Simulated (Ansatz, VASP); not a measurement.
Given: the input of a run of Ansatz 0.2.0 on Sn3Se.

File input.yaml:

```yaml
crystal:
  lattice:
    - [4.6777916979, 0.0, 0.0]
    - [0.0, 4.6777916979, 0.0]
    - [0.0, 0.0, 4.6777916979]
  atoms:
    - { symbol: Sn, position: [0.5, 0.5, 0.0] }
    - { symbol: Sn, position: [0.5, 0.0, 0.5] }
    - { symbol: Sn, position: [0.0, 0.5, 0.5] }
    - { symbol: Se, position: [0.0, 0.0, 0.0] }
hamiltonian:
  xc: pbe
  pseudopotentials: { kind: paw }
kpoints:
  mp_grid: { grid: [6, 6, 6] }
scf:
  occupations: { method: fermi_dirac, width: 0.05 }
output:
  forces: true
  stress: true
  eigenvalues: true
```

Potentials or basis: Ansatz PAW.

Command:

```console
$ ansatz run input.yaml --threads 2 --pin off --max-ram 5120MiB --backend cpu --events-out ev --progress --plain --runs-dir out
```

Question: Translate it to VASP 6.6.1. Potentials there: VASP PAW PBE potentials, release 64 (Sn_d, Se).

Answer: As run (the cutoff follows the program's own potentials):

File INCAR:

```
PREC = Accurate ; ENCUT = 520
EDIFF = 1E-6 ; ISMEAR = -1
SIGMA = 0.05 ; LREAL = False
LASPH = True ; NELM = 60
ALGO = Normal ; ISIF = 2
LWAVE = False ; LCHARG = False
GGA = PE ; NBANDS = 32
```

Contents of KPOINTS:

```
regular mesh
0
Gamma
  6 6 6
```

POSCAR

```
Sn3Se
1.0
    4.6777916979      0.0000000000      0.0000000000
    0.0000000000      4.6777916979      0.0000000000
    0.0000000000      0.0000000000      4.6777916979
Sn Se
3 1
Direct
    0.5000000000      0.5000000000      0.0000000000
    0.5000000000      0.0000000000      0.5000000000
    0.0000000000      0.5000000000      0.5000000000
    0.0000000000      0.0000000000      0.0000000000
```

Potentials or basis: VASP PAW PBE potentials, release 64 (Sn_d, Se).

The run is started by

```bash
$ cat potpaw_PBE.64/Sn_d/POTCAR potpaw_PBE.64/Se/POTCAR > POTCAR
$ mpirun -np 1 vasp_std > vasp.out
```

Both were run:

|  | VASP | Ansatz | Ansatz less VASP |
| --- | --- | --- | --- |
| gap on the k mesh at the Fermi level (eV) | none | none | - |
| pressure (GPa) | 2.4 | 2.4 | +0.02 |

A gap of «none» marks a metal or a gap that the smearing closes. VASP's potentials hold 48 valence electrons a cell and Ansatz's 58, so a difference there can come from the potentials and not from the codes.
